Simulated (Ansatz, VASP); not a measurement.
# Ge7Cl: VASP beside Ansatz

```
Ge Cl
1.0
     7.88717    0.00000    0.00000
    -3.94359    6.83049    0.00000
     0.00000    0.00000    5.40000
Ge Cl
7 1
Direct
  0.34153 0.00000 0.50000
  0.00000 0.34153 0.50000
  0.65847 0.65847 0.50000
  0.65847 0.00000 0.50000
  0.00000 0.65847 0.50000
  0.34153 0.34153 0.50000
  0.00000 0.00000 0.50000
  0.00000 0.00000 0.00000
```

Alike in both runs: functional PBE; k mesh 3 × 3 × 4; occupations gaussian, width 0.1 eV; no spin polarisation.

Ansatz relaxed the structure, and its values are those at the end. VASP's run is a single point on that final structure, the one shown.

```csv
,VASP,Ansatz
version,VASP 6.6.1,Ansatz 0.2.0
potentials or method,"VASP PAW PBE potentials, release 64 (Ge_d, Cl), cutoff 520 eV","scalar-relativistic, plane waves, PAW"
valence electrons in the cell,105,105
```

VASP gave:

```
gap on the k mesh at the Fermi level (eV) : none
pressure (GPa)                            : 0.0
rms of the force components (eV/Å)        : 0.009
```

Problem. What did Ansatz give for the same quantities?

Solution. gap on the k mesh at the Fermi level (eV): none; pressure (GPa): 0.0; rms of the force components (eV/Å): 0.013.

A gap of «none» marks a metal or a gap that the smearing closes. With one functional, cell and mesh, what is left measures potentials, basis and numerics.
